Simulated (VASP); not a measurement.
# Mo2C (P-3m1) in VASP: single point with LDA

Aim: the single point of Mo2C with LDA.

Program: VASP 6.6.1. These are calculated values, not measurements. Logs are shortened: lines on timing, memory, paths and dates and some standing lists are left out, and cuts for length are marked.

### Step 1. The cell of the first run

The structure is trigonal, space group P-3m1 (No. 164). Conventional cell: a = 3.016 Å, b = 3.016 Å, c = 4.596 Å, α = 90.00°, β = 90.00°, γ = 120.00°. Mo (site symmetry 3m) has 3 C at 2.09 Å and 12 Mo at 2.87 to 3.02 Å within 3.1 Å. C (site symmetry -3m) has 6 Mo at 2.09 Å within 2.8 Å.

### Step 2. Single point, LDA

INCAR reads:

```
ALGO = Normal
EDIFF = 1E-6
ENCUT = 910
GGA_COMPAT = F
ISIF = 2
ISMEAR = 0
ISYM = 0
LASPH = T
LCHARG = F
LREAL = F
LWAVE = F
NBANDS = 23
NELM = 120
PREC = Accurate
SIGMA = 0.1
```

KPOINTS reads:

```
k-points
0
Gamma
  12 7 15
```

POSCAR reads:

```
Mo2C
1.0
    3.0156476294      0.0000000000      0.0000000000
   -1.5078238147      5.2866161460      0.0000000000
    1.5078238147      1.2901632689      2.2706996076
Mo C
2 1
Direct
    0.0844730163      0.7511396830      0.5821936504
    0.9155269837      0.2488603170      0.4178063496
    0.5000000000      0.5000000000      0.5000000000
```

Potentials or basis: VASP PAW LDA potentials, release 64 (Mo_sv, C_h).

The run is started by

```bash
> cat potpaw_LDA.64/Mo_sv/POTCAR potpaw_LDA.64/C_h/POTCAR > POTCAR
> mpirun -np 1 vasp_std > vasp.out
```

OUTCAR:

```text
EDIFF = 1E-6
   ENCUT = 910
   ISIF = 2
   ISMEAR = 0
   ISYM = 0
   LASPH = T
   LREAL = F
   NELM = 120
   PREC = Accurate

 ion  position               nearest neighbor table
   1  0.084  0.751  0.582-   3 2.09   3 2.09   3 2.09   2 2.87   2 2.87   2 2.87   2 2.89   2 2.89
                             2 2.89
   2  0.916  0.249  0.418-   3 2.09   3 2.09   3 2.09   1 2.87   1 2.87   1 2.87   1 2.89   1 2.89
                             1 2.89
   3  0.500  0.500  0.500-   1 2.09   2 2.09   2 2.09   1 2.09   1 2.09   2 2.09

IMPORTANT INFORMATION: All symmetrisations will be switched off!
NOSYMM: (Re-)initialisation of all symmetry stuff for point group C_1.

----------------------------------------------------------------------------------------

                                     Primitive cell

  volume of cell :      36.2008

  direct lattice vectors                    reciprocal lattice vectors
     3.015647629  0.000000000  0.000000000     0.331603729  0.094578457 -0.273933923
    -1.507823815  5.286616146  0.000000000     0.000000000  0.189156915 -0.107474940
     1.507823815  1.290163269  2.270699608     0.000000000  0.000000000  0.440392907

  length of vectors
     3.015647629  5.497439671  3.015647629     0.440392907  0.217557351  0.440392907

  position of ions in fractional coordinates (direct lattice)
     0.084473016  0.751139683  0.582193650
     0.915526984  0.248860317  0.417806350
     0.500000000  0.500000000  0.500000000

  ion indices of the primitive-cell ions
   primitive index   ion index
                 1           1
                 2           2
                 3           3

----------------------------------------------------------------------------------------

 KPOINTS: k-points

Automatic generation of k-mesh.
 Grid dimensions read from file:
 generate k-points for:   12    7   15

 Generating k-lattice:

  Cartesian coordinates                     Fractional coordinates (reciprocal lattice)
     0.027633644  0.007881538 -0.022827827     0.083333333 -0.000000000  0.000000000
     0.000000000  0.027022416 -0.015353563     0.000000000  0.142857143 -0.000000000
     0.000000000  0.000000000  0.029359527     0.000000000  0.000000000  0.066666667

  Length of vectors
     0.036699409  0.031079622  0.029359527

  Shift w.r.t. Gamma in fractional coordinates (k-lattice)
     0.000000000  0.000000000  0.000000000

 -----------------------------------------------------------------------------
|                                                                             |
|           W    W    AA    RRRRR   N    N  II  N    N   GGGG   !!!           |
|           W    W   A  A   R    R  NN   N  II  NN   N  G    G  !!!           |
|           W    W  A    A  R    R  N N  N  II  N N  N  G       !!!           |
|           W WW W  AAAAAA  RRRRR   N  N N  II  N  N N  G  GGG   !            |
|           WW  WW  A    A  R   R   N   NN  II  N   NN  G    G                |
|           W    W  A    A  R    R  N    N  II  N    N   GGGG   !!!           |
|                                                                             |
|     Your reciprocal lattice and k-lattice belong to different lattice       |
|     classes:                                                                |
|                                                                             |
|        The reciprocal lattice is hexagonal,                                 |
|        whereas your k-lattice is triclinic.                                 |
|                                                                             |
|     Results are often still useful ...                                      |
|                                                                             |
 -----------------------------------------------------------------------------

 WARNING: IBZKPT: internal override: KBLOWUP is changed to .FALSE.
      ... skipping the blow-up phase ...

 Subroutine IBZKPT returns following result:
 ===========================================

 Found    631 irreducible k-points:

 Following reciprocal coordinates:
            Coordinates               Weight
  0.000000  0.000000  0.000000      1.000000
  0.083333  0.000000  0.000000      2.000000
  0.166667  0.000000  0.000000      2.000000
  0.250000  0.000000  0.000000      2.000000
  0.333333  0.000000  0.000000      2.000000
  0.416667  0.000000  0.000000      2.000000
[... 16 lines left out ...]
  0.250000  0.285714 -0.000000      2.000000
  0.333333  0.285714  0.000000      2.000000
 [... further k-points ...]
   k-points           NKPTS =    631   k-points in BZ     NKDIM =    631   number of bands    NBANDS=     23
   number of dos      NEDOS =    301   number of ions     NIONS =      3
   total plane-waves  NPLWV =  48600
   dimension x,y,z NGX =    30 NGY =   54 NGZ =   30
   dimension x,y,z NGXF=    60 NGYF=  108 NGZF=   60
   ions per type =               2   1
   NGX,Y,Z   is equivalent  to a cutoff of  16.54, 16.33, 16.54 a.u.
   NGXF,Y,Z  is equivalent  to a cutoff of  33.08, 32.66, 33.08 a.u.
 SYSTEM =  unknown system
   PREC   = accura    normal or accurate (medium, high low for compatibility)
   ISTART =      0    job   : 0-new  1-cont  2-samecut
   ICHARG =      2    charge: 1-file 2-atom 10-const
   ISPIN  =      1    spin polarized calculation?
   LNONCOLLINEAR =      F non collinear calculations
   LSORBIT =      F    spin-orbit coupling
   LASPH  =      T    aspherical Exc in radial PAW
   ENCUT  =  910.0 eV  66.88 Ry    8.18 a.u.   7.42 13.52  7.42*2*pi/ulx,y,z
   NELM   =    120;   NELMIN=  2; NELMDL= -5     # of ELM steps
   EDIFF  = 0.1E-05   stopping-criterion for ELM
   LREAL  =      F    real-space projection
   EDIFFG = 0.1E-04   stopping-criterion for IOM
   NSW    =      0    number of steps for IOM
   IBRION =     -1    ionic relax: 0-MD 1-quasi-New 2-CG
   NFREE  =      0    steps in history (QN), initial steepest desc. (CG)
   ISIF   =      2    stress and relaxation
   ISYM   =      0    0-nonsym 1-usesym 2-fastsym
   POTIM  = 0.5000    time-step for ionic-motion
   TEBEG  =    0.0;   TEEND  =   0.0 temperature during run
   PSTRESS=    0.0 pullay stress
   NELECT =      32.0000    total number of electrons
   NUPDOWN=      -1.0000    fix difference up-down
   EMIN   =  10.00;   EMAX   =-10.00  energy-range for DOS
   EFERMI =   0.00;   METHOD = LEGACY
   ISMEAR =     0;   SIGMA  =   0.10  broadening in eV -4-tet -1-fermi 0-gaus
   EFERMI_NEDOS =   21; number of points for ismear=-14 and -15
   IALGO  =     38    algorithm
   IMIX   =      4    mixing-type and parameters
     AMIX     =   0.40;   BMIX     =  1.00
     AMIX_MAG =   1.60;   BMIX_MAG =  1.00
  volume/ion in A,a.u.               =      12.07        81.43
  Fermi-wavevector in a.u.,A,eV,Ry     =   1.571154  2.969051 33.586328  2.468525
  Thomas-Fermi vector in A             =   2.672781
   LORBIT       =      0    0 simple, 1 ext, 2 COOP (PROOUT), +10 PAW based schemes
   GGA     = CA    functional components
   LHFCALC =     F    Hartree Fock is set to
   AEXX    =    0.0000 exact exchange contribution
   IVDW    =     0    specifies the selected vdW correction
   LEPSILON=     F    determine dielectric tensor
   LRPA    =     F    only Hartree local field effects (RPA)
 non-spin polarized calculation
 Gauss-broadening in eV      SIGMA  =   0.10
  energy-cutoff  :      910.00
  volume of cell :       36.20
 maximum number of plane-waves:      2281
 NGX is ok and might be reduce to    30
   NGX = 15   NGY = 27   NGZ = 15

 number of electron      32.0000000 magnetization

 Free energy of the ion-electron system (eV)
  ---------------------------------------------------
  ext. energy  EPLUGINS =         0.00000000
  ---------------------------------------------------
  free energy    TOTEN  =       -34.76078910 eV

  energy without entropy =      -34.75382855  energy(sigma->0) =      -34.75730883

 E-fermi :  12.8600     XC(G=0): -13.6982

 val. band max:       12.8597296092   @ k =   0.2500  -0.1429   0.2000
 cond. band min:      12.8651343618   @ k =  -0.1667   0.4286  -0.0000
 fundamental gap:      0.0054047527
 Fermi energy:        12.8600356477

 k-point     1 :       0.0000    0.0000    0.0000
  band No.  band energies     occupation
      1     -48.3756      2.00000
      2     -48.1810      2.00000
      3     -23.2074      2.00000
      4     -22.3861      2.00000
      5     -22.3839      2.00000
      6     -22.2220      2.00000
[... 15 lines left out ...]
     22      19.9515      0.00000
     23      19.9532      0.00000

 k-point     2 :       0.0833    0.0000    0.0000
  band No.  band energies     occupation
      1     -48.3644      2.00000
      2     -48.1821      2.00000
      3     -23.1674      2.00000
      4     -22.4240      2.00000
      5     -22.4025      2.00000
      6     -22.2712      2.00000
[... 15 lines left out ...]
     22      19.4896      0.00000
     23      19.7327      0.00000

 k-point     3 :       0.1667    0.0000    0.0000
  band No.  band energies     occupation
      1     -48.3338      2.00000
      2     -48.1849      2.00000
      3     -23.0663      2.00000
      4     -22.5297      2.00000
      5     -22.4395      2.00000
      6     -22.4232      2.00000
[... 15 lines left out ...]
     22      18.5366      0.00000
     23      19.4392      0.00000

 k-point     4 :       0.2500    0.0000    0.0000
  band No.  band energies     occupation
      1     -48.2918      2.00000
      2     -48.1887      2.00000
      3     -22.9769      2.00000
      4     -22.7011      2.00000
      5     -22.5574      2.00000
      6     -22.4761      2.00000
[... 15 lines left out ...]
     22      18.0764      0.00000
     23      19.4943      0.00000

 k-point     5 :       0.3333    0.0000    0.0000
  band No.  band energies     occupation
      1     -48.2493      2.00000
      2     -48.1926      2.00000
      3     -23.0068      2.00000
      4     -22.9144      2.00000
      5     -22.5187      2.00000
      6     -22.4960      2.00000
[... 434 lines left out ...]
 k-point    22 :       0.1667    0.2857    0.0000
  band No.  band energies     occupation
      1     -48.2734      2.00000
      2     -48.2462      2.00000
      3     -22.8091      2.00000
      4     -22.6679      2.00000
      5     -22.3771      2.00000
      6     -22.3678      2.00000
[... 15 lines left out ...]
     22      18.3325      0.00000
     23      18.7488      0.00000

 k-point    23 :       0.2500    0.2857   -0.0000
  band No.  band energies     occupation
      1     -48.2494      2.00000
      2     -48.2314      2.00000
      3     -22.9179      2.00000
      4     -22.7888      2.00000
      5     -22.3928      2.00000
      6     -22.3883      2.00000
[... 15 lines left out ...]
     22      19.3867      0.00000
     23      19.9164      0.00000

 k-point    24 :       0.3333    0.2857    0.0000
  band No.  band energies     occupation
      1     -48.2416      2.00000
      2     -48.2002      2.00000
      3     -23.0607      2.00000
      4     -22.8801      2.00000
      5     -22.4660      2.00000
      6     -22.4578      2.00000
[... 15 lines left out ...]
     22      19.9405      0.00000
     23      21.3135      0.00000

 [... further k-points ...]
[... 5 lines left out ...]
  --------------------------------------------------------------------------------------
  -------------------------------------------------------------------------------------
  Total        0.3298331      0.3311991      0.2692733     -0.0036931      0.0145182      0.0016308
  in kB       14.5977771     14.6582358     11.9175165     -0.1634499      0.6425492      0.0721779
  external PRESSURE =      13.7245098 kB  Pullay stress =       0.0000000 kB

 VOLUME and BASIS-vectors are now :
 -----------------------------------------------------------------------------
  energy-cutoff  :      910.00
  volume of cell :       36.20
      direct lattice vectors                 reciprocal lattice vectors
     3.015647629  0.000000000  0.000000000     0.331603729  0.094578457 -0.273933923
    -1.507823815  5.286616146  0.000000000     0.000000000  0.189156915 -0.107474940
     1.507823815  1.290163269  2.270699608     0.000000000  0.000000000  0.440392907

 POSITION                                       TOTAL-FORCE (eV/Angst)
 -----------------------------------------------------------------------------------
      0.00000      4.72211      1.32199         0.031381      0.049432     -0.035413
      3.01565      1.85467      0.94871        -0.031383     -0.049637      0.035529
      1.50782      3.28839      1.13535         0.000002      0.000204     -0.000116
 -----------------------------------------------------------------------------------
    total drift:                               -0.000001      0.000124     -0.000069

  FREE ENERGIE OF THE ION-ELECTRON SYSTEM (eV)
  ---------------------------------------------------
  free  energy   TOTEN  =       -34.7607890965 eV

  energy  without entropy=      -34.7538285537  energy(sigma->0) =      -34.75730883
```

Wall time 10 min (1 thread of Intel Xeon 6975P-C (Granite Rapids), shared host); peak memory 1 GiB.

What came out:

| Quantity | Value |
| --- | --- |
| Free energy | -34.7608 eV |
| Pressure | 1.4 GPa |
| Largest force | 0.069 eV/Å |
| Band gap on the k mesh | zero (bands 16 and 17 overlap by 2.74 eV) |

Forces on the atoms (eV/Å):
```
Mo   0.031  0.049 -0.035
Mo  -0.031 -0.050  0.036
C    0.000  0.000  0.000
```

Stress tensor (GPa, compression positive):
```
 1.46 -0.02  0.01
-0.02  1.47  0.06
 0.01  0.06  1.19
```
